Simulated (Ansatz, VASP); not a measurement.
# One calculation of Te, two programs

```xyz
2
Lattice="4.0606 0.0000 0.0000 -2.0303 3.5166 0.0000 0.0000 0.0000 4.3876" Properties=species:S:1:pos:R:3 pbc="T T T"
Te    0.0000    2.3444    1.0969
Te    2.0303    1.1722    3.2907
```

Alike in both runs: functional r2SCAN; k mesh 11 × 11 × 6; occupations fermi-dirac, width 0.1 eV; no spin polarisation.

Ansatz relaxed the structure, and its values are those at the end. VASP's run is a single point on that final structure, the one shown.

|  | VASP | Ansatz |
| --- | --- | --- |
| version | VASP 6.6.1 | Ansatz 0.2.0 |
| potentials or method | VASP PAW PBE potentials, release 64 (Te), cutoff 520 eV | plane waves (500 eV) with PAW, scalar-relativistic |
| valence electrons in the cell | 12 | 32 |

|  | VASP | Ansatz | Ansatz less VASP |
| --- | --- | --- | --- |
| pressure (GPa) | 0.0 | 0.0 | +0.04 |

VASP's potentials were made for PBE, not for r2SCAN. The functional is the same, so the differences come from potentials, cutoffs and numerics. VASP's potentials hold 12 valence electrons a cell and Ansatz's 32, so a difference there can come from the potentials and not from the codes.

Spin-orbit coupling is off throughout.
